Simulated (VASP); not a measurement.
# LiH (Fm-3m) in VASP: settings compared

Aim: see how the results for LiH move with the level of theory and the settings. Levels: PBE, LDA. Tasks: single point.

All numbers are computed with VASP 6.6.1; they aren't measurements. Logs are shortened: lines on timing, memory, paths and dates and some standing lists are left out, and cuts for length are marked.

## Step 1: The cell of the first run

The structure is cubic, space group Fm-3m (No. 225). Conventional cell: a = 4.065 Å, b = 4.065 Å, c = 4.065 Å, α = 90.00°, β = 90.00°, γ = 90.00°. Within 2.7 Å of Li (site symmetry m-3m) lie 6 H at 2.03 Å. Within 2.7 Å of H (site symmetry m-3m) lie 6 Li at 2.03 Å.

## Step 2: Single point, PBE

The input, INCAR:

```
SYSTEM = LiH
  PREC = Accurate
  ENCUT = 520
  EDIFF = 1E-6
  ISMEAR = -1
  SIGMA = 0.03
  LREAL = .FALSE.
  LASPH = .TRUE.
  NELM = 80
  ALGO = Normal
  ISIF = 2
  LWAVE = .FALSE.
  LCHARG = .FALSE.
  GGA = PE
  NBANDS = 9
```

The input, KPOINTS:

```
regular mesh
0
G
  11 11 11
  0 0 0
```

The input, POSCAR:

```
LiH
1.0
    0.0000000000      2.0325000000      2.0325000000
    2.0325000000      0.0000000000      2.0325000000
    2.0325000000      2.0325000000      0.0000000000
Li H
1 1
Direct
    0.0000000000      0.0000000000      0.0000000000
    0.5000000000      0.5000000000      0.5000000000
```

Potentials or basis: VASP PAW PBE potentials, release 64 (Li_sv, H).

Run with:

```console
> cat potpaw_PBE.64/Li_sv/POTCAR potpaw_PBE.64/H/POTCAR > POTCAR
> mpirun -np 1 vasp_std > vasp.out
```

OUTCAR:

```text
SYSTEM = LiH
   PREC = Accurate
   ENCUT = 520
   EDIFF = 1E-6
   ISMEAR = -1
   LREAL = .FALSE.
   LASPH = .TRUE.
   NELM = 80
   ISIF = 2
   GGA = PE

 ion  position               nearest neighbor table
   1  0.000  0.000  0.000-
   2  0.500  0.500  0.500-

  LATTYP: Found a face centered cubic cell.
 ALAT       =     4.0650000000

  Lattice vectors:

 A1 = (   0.0000000000,   2.0325000000,   2.0325000000)
 A2 = (   2.0325000000,   0.0000000000,   2.0325000000)
 A3 = (   2.0325000000,   2.0325000000,   0.0000000000)

Analysis of symmetry for initial positions (statically):
=====================================================================
 Subroutine PRICEL returns:
 Original cell was already a primitive cell.

 Routine SETGRP: Setting up the symmetry group for a
 face centered cubic supercell.

 Subroutine GETGRP returns: Found 48 space group operations
 (whereof 48 operations were pure point group operations)
 out of a pool of 48 trial point group operations.

The static configuration has the point symmetry O_h .

Analysis of symmetry for dynamics (positions and initial velocities):
=====================================================================
 Subroutine PRICEL returns:
 Original cell was already a primitive cell.

 Routine SETGRP: Setting up the symmetry group for a
 face centered cubic supercell.

 Subroutine GETGRP returns: Found 48 space group operations
 (whereof 48 operations were pure point group operations)
 out of a pool of 48 trial point group operations.

The dynamic configuration has the point symmetry O_h .

 Subroutine INISYM returns: Found 48 space group operations
 (whereof 48 operations are pure point group operations),
 and found     1 'primitive' translations

----------------------------------------------------------------------------------------

                                     Primitive cell

  volume of cell :      16.7927

  direct lattice vectors                    reciprocal lattice vectors
     0.000000000  2.032500000  2.032500000    -0.246002460  0.246002460  0.246002460
     2.032500000  0.000000000  2.032500000     0.246002460 -0.246002460  0.246002460
     2.032500000  2.032500000  0.000000000     0.246002460  0.246002460 -0.246002460

  length of vectors
     2.874389066  2.874389066  2.874389066     0.426088760  0.426088760  0.426088760

  position of ions in fractional coordinates (direct lattice)
     0.000000000  0.000000000  0.000000000
     0.500000000  0.500000000  0.500000000

  ion indices of the primitive-cell ions
   primitive index   ion index
                 1           1
                 2           2

----------------------------------------------------------------------------------------

 KPOINTS: regular mesh

Automatic generation of k-mesh.
 Grid dimensions read from file:
 generate k-points for:   11   11   11

 Generating k-lattice:

  Cartesian coordinates                     Fractional coordinates (reciprocal lattice)
    -0.022363860  0.022363860  0.022363860     0.090909091  0.000000000  0.000000000
     0.022363860 -0.022363860  0.022363860     0.000000000  0.090909091  0.000000000
     0.022363860  0.022363860 -0.022363860     0.000000000  0.000000000  0.090909091

  Length of vectors
     0.038735342  0.038735342  0.038735342

  Shift w.r.t. Gamma in fractional coordinates (k-lattice)
     0.000000000  0.000000000  0.000000000

 Subroutine IBZKPT returns following result:
 ===========================================

 Found     56 irreducible k-points:

 Following reciprocal coordinates:
            Coordinates               Weight
  0.000000  0.000000  0.000000      1.000000
  0.090909  0.000000  0.000000      8.000000
  0.181818  0.000000  0.000000      8.000000
  0.272727  0.000000  0.000000      8.000000
  0.363636  0.000000  0.000000      8.000000
  0.454545  0.000000  0.000000      8.000000
[... 16 lines left out ...]
 -0.272727  0.181818  0.000000     24.000000
 -0.181818  0.181818  0.000000     12.000000
 [... further k-points ...]
   k-points           NKPTS =     56   k-points in BZ     NKDIM =     56   number of bands    NBANDS=      9
   number of dos      NEDOS =    301   number of ions     NIONS =      2
   total plane-waves  NPLWV =  13824
   dimension x,y,z NGX =    24 NGY =   24 NGZ =   24
   dimension x,y,z NGXF=    48 NGYF=   48 NGZF=   48
   ions per type =               1   1
   NGX,Y,Z   is equivalent  to a cutoff of  13.88, 13.88, 13.88 a.u.
   NGXF,Y,Z  is equivalent  to a cutoff of  27.76, 27.76, 27.76 a.u.
 SYSTEM =  LiH
   PREC   = accura    normal or accurate (medium, high low for compatibility)
   ISTART =      0    job   : 0-new  1-cont  2-samecut
   ICHARG =      2    charge: 1-file 2-atom 10-const
   ISPIN  =      1    spin polarized calculation?
   LNONCOLLINEAR =      F non collinear calculations
   LSORBIT =      F    spin-orbit coupling
   LASPH  =      T    aspherical Exc in radial PAW
   ENCUT  =  520.0 eV  38.22 Ry    6.18 a.u.   5.34  5.34  5.34*2*pi/ulx,y,z
   NELM   =     80;   NELMIN=  2; NELMDL= -5     # of ELM steps
   EDIFF  = 0.1E-05   stopping-criterion for ELM
   LREAL  =      F    real-space projection
   EDIFFG = 0.1E-04   stopping-criterion for IOM
   NSW    =      0    number of steps for IOM
   IBRION =     -1    ionic relax: 0-MD 1-quasi-New 2-CG
   NFREE  =      0    steps in history (QN), initial steepest desc. (CG)
   ISIF   =      2    stress and relaxation
   ISYM   =      2    0-nonsym 1-usesym 2-fastsym
   POTIM  = 0.5000    time-step for ionic-motion
   TEBEG  =    0.0;   TEEND  =   0.0 temperature during run
   PSTRESS=    0.0 pullay stress
   NELECT =       4.0000    total number of electrons
   NUPDOWN=      -1.0000    fix difference up-down
   EMIN   =  10.00;   EMAX   =-10.00  energy-range for DOS
   EFERMI =   0.00;   METHOD = LEGACY
   ISMEAR =    -1;   SIGMA  =   0.03  broadening in eV -4-tet -1-fermi 0-gaus
   EFERMI_NEDOS =   21; number of points for ismear=-14 and -15
   IALGO  =     38    algorithm
   IMIX   =      4    mixing-type and parameters
     AMIX     =   0.40;   BMIX     =  1.00
     AMIX_MAG =   1.60;   BMIX_MAG =  1.00
  volume/ion in A,a.u.               =       8.40        56.66
  Fermi-wavevector in a.u.,A,eV,Ry     =   1.014817  1.917726 14.012000  1.029853
  Thomas-Fermi vector in A             =   2.148066
   LORBIT       =      0    0 simple, 1 ext, 2 COOP (PROOUT), +10 PAW based schemes
   GGA     = PE    functional components
   LHFCALC =     F    Hartree Fock is set to
   AEXX    =    0.0000 exact exchange contribution
   IVDW    =     0    specifies the selected vdW correction
   LEPSILON=     F    determine dielectric tensor
   LRPA    =     F    only Hartree local field effects (RPA)
 non-spin polarized calculation
  energy-cutoff  :      520.00
  volume of cell :       16.79
 maximum number of plane-waves:       463
 NGX is ok and might be reduce to    24
   NGX = 11   NGY = 11   NGZ = 11

 number of electron       3.9999998 magnetization

 Free energy of the ion-electron system (eV)
  ---------------------------------------------------
  ext. energy  EPLUGINS =         0.00000000
  ---------------------------------------------------
  free energy    TOTEN  =        -6.12377055 eV

  energy without entropy =       -6.12377055  energy(sigma->0) =       -6.12377055

 E-fermi :   0.5066     XC(G=0):  -8.3775

 val. band max:       -0.1406643491   @ k =  -0.4545   0.4545   0.0000
 cond. band min:       3.0554507701   @ k =  -0.4545   0.4545   0.0000
 fundamental gap:      3.1961151192
 Fermi energy:         0.5066085288

 k-point     1 :       0.0000    0.0000    0.0000
  band No.  band energies     occupation
      1     -44.4340      2.00000
      2      -5.3747      2.00000
      3      15.4512      0.00000
      4      17.3668      0.00000
      5      17.3668      0.00000
      6      17.3668      0.00000
      7      22.0058      0.00000
      8      22.0058      0.00000
      9      22.0058      0.00000

 k-point     2 :       0.0909    0.0000    0.0000
  band No.  band energies     occupation
      1     -44.4308      2.00000
      2      -5.2308      2.00000
      3      14.3261      0.00000
      4      16.4813      0.00000
      5      17.0488      0.00000
      6      17.0488      0.00000
      7      21.4282      0.00000
      8      22.6921      0.00000
      9      22.6921      0.00000

 k-point     3 :       0.1818    0.0000    0.0000
  band No.  band energies     occupation
      1     -44.4224      2.00000
      2      -4.8077      2.00000
      3      11.5791      0.00000
      4      15.3101      0.00000
      5      16.4887      0.00000
      6      16.4887      0.00000
      7      22.0310      0.00000
      8      22.9557      0.00000
      9      22.9557      0.00000

 k-point     4 :       0.2727    0.0000    0.0000
  band No.  band energies     occupation
      1     -44.4114      2.00000
      2      -4.1415      2.00000
      3       8.7144      0.00000
      4      14.3331      0.00000
      5      16.0893      0.00000
      6      16.0893      0.00000
      7      21.0978      0.00000
      8      21.0978      0.00000
      9      23.2798      0.00000
[... 205 lines left out ...]
 k-point    22 :      -0.3636    0.1818    0.0000
  band No.  band energies     occupation
      1     -44.3918      2.00000
      2      -2.2855      2.00000
      3       5.4636      0.00000
      4       9.3880      0.00000
      5      14.3670      0.00000
      6      15.2257      0.00000
      7      21.8335      0.00000
      8      24.3279      0.00000
      9      26.2881      0.00000

 k-point    23 :      -0.2727    0.1818    0.0000
  band No.  band energies     occupation
      1     -44.3985      2.00000
      2      -3.0765      2.00000
      3       7.3438      0.00000
      4       9.5130      0.00000
      5      15.3335      0.00000
      6      15.6522      0.00000
      7      21.3566      0.00000
      8      24.1956      0.00000
      9      25.4450      0.00000

 k-point    24 :      -0.1818    0.1818    0.0000
  band No.  band energies     occupation
      1     -44.4078      2.00000
      2      -3.8782      2.00000
      3       9.8791      0.00000
      4      10.0499      0.00000
      5      15.6470      0.00000
      6      17.1206      0.00000
      7      20.9247      0.00000
      8      22.7820      0.00000
      9      24.4094      0.00000

 [... further k-points ...]

------------------------ aborting loop because EDIFF is reached ----------------------------------------

  FORCE on cell =-STRESS in cart. coord.  units (eV):
  Direction    XX          YY          ZZ          XY          YZ          ZX
  --------------------------------------------------------------------------------------
  -------------------------------------------------------------------------------------
  Total       -0.1761189     -0.1761189     -0.1761189      0.0000000     -0.0000000      0.0000000
  in kB      -16.8033141    -16.8033141    -16.8033141      0.0000000     -0.0000000      0.0000000
  external PRESSURE =     -16.8033141 kB  Pullay stress =       0.0000000 kB

 VOLUME and BASIS-vectors are now :
 -----------------------------------------------------------------------------
  energy-cutoff  :      520.00
  volume of cell :       16.79
      direct lattice vectors                 reciprocal lattice vectors
     0.000000000  2.032500000  2.032500000    -0.246002460  0.246002460  0.246002460
     2.032500000  0.000000000  2.032500000     0.246002460 -0.246002460  0.246002460
     2.032500000  2.032500000  0.000000000     0.246002460  0.246002460 -0.246002460

 POSITION                                       TOTAL-FORCE (eV/Angst)
 -----------------------------------------------------------------------------------
      0.00000      0.00000      0.00000         0.000000     -0.000000      0.000000
      2.03250      2.03250      2.03250        -0.000000      0.000000     -0.000000
 -----------------------------------------------------------------------------------
    total drift:                                0.000000     -0.000000     -0.000000

  FREE ENERGIE OF THE ION-ELECTRON SYSTEM (eV)
  ---------------------------------------------------
  free  energy   TOTEN  =        -6.1237705457 eV

  energy  without entropy=       -6.1237705457  energy(sigma->0) =       -6.12377055
```

Wall time 6.6 s (1 thread of Intel Xeon 6975P-C, shared host); peak memory 0.13 GiB.

Results:

| Quantity | Value |
| --- | --- |
| Free energy | -6.1238 eV |
| Band gap on the k mesh | 3.20 eV, direct |

Levels at points of the mesh, in eV from the valence-band top:
```csv
k point,band 1,band 2,band 3,band 4,band 5
"(0.00, 0.00, 0.00)",-44.29,-5.23,15.59,17.51,17.51
```

Caveat: the cutoff is under 1.25 times the usual one of these potentials, so pressure, stress and relaxed cells hold a basis-set (Pulay) error. A k mesh can miss the band edges.

## Step 3: Single point, LDA

The input, INCAR:

```
PREC = Accurate ; ENCUT = 520
EDIFF = 1E-6 ; ISMEAR = -1
SIGMA = 0.03 ; LREAL = False
LASPH = True ; NELM = 60
ALGO = Normal ; ISIF = 2
LWAVE = False ; LCHARG = False
GGA = CA ; NBANDS = 9
```

The input, KPOINTS:

```
Automatic mesh
0
Gamma
  16 16 16
```

POSCAR is that of step 2.

Potentials or basis: VASP PAW LDA potentials, release 64 (Li_sv, H).

Run with:

```console
> cat potpaw_LDA.64/Li_sv/POTCAR potpaw_LDA.64/H/POTCAR > POTCAR
> mpirun -np 1 vasp_std > vasp.out
```

Wall time 9.9 s (1 thread of Intel Xeon 6975P-C, shared host); peak memory 0.13 GiB.

It converged, with:

```yaml
Free_energy: -6.4720 eV
Band_gap_on_the_k_mesh: 2.64 eV, direct
```

Levels at points of the mesh, in eV from the valence-band top:
```
           k point  band 1  band 2  band 3  band 4  band 5  band 6
(0.00, 0.00, 0.00)  -43.50   -5.40   15.58   16.99   16.99   16.99
(0.50, 0.00, 0.00)  -43.46   -2.64    4.54   13.16   15.61   15.61
(0.50, 0.50, 0.00)  -43.44    0.00    2.64   10.20   10.20   13.41
```

Caveat: the cutoff is under 1.25 times the usual one of these potentials, so pressure, stress and relaxed cells hold a basis-set (Pulay) error. A k mesh can miss the band edges.
